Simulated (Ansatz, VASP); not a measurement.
Sn3O2 in VASP and in Ansatz

```xyz
5
Lattice="3.3520 0.0000 0.0000 -1.6760 2.9030 0.0000 0.0000 0.0000 10.4566" Properties=species:S:1:pos:R:3 pbc="T T T"
Sn    0.0000    0.0000    0.0000
Sn    0.0000    1.9353    6.8294
Sn    1.6760    0.9677    3.6272
O     0.0000    1.9353    2.4912
O     1.6760    0.9677    7.9654
```

Alike in both runs: task relaxation of cell and atoms; functional PBE; k mesh 12 × 12 × 4; occupations gaussian, width 0.1 eV; no spin polarisation.

|  | VASP | Ansatz |
| --- | --- | --- |
| version | VASP 6.6.1 | Ansatz 0.2.0 |
| potentials or method | VASP PAW PBE potentials, release 64 (Sn_d, O), cutoff 600 eV | scalar-relativistic, plane waves, PAW |
| valence electrons in the cell | 54 | 54 |

```csv
,VASP,Ansatz,Ansatz less VASP
"gap on the k mesh at the Fermi level, each at its own relaxed structure (eV)",none,none,-
relaxed volume (Å³/atom),19.61,19.75,+0.135
relaxed cell length with the largest relative difference (Å),10.264,10.305,+0.0413
```

A gap of «none» marks a metal or a gap that the smearing closes.
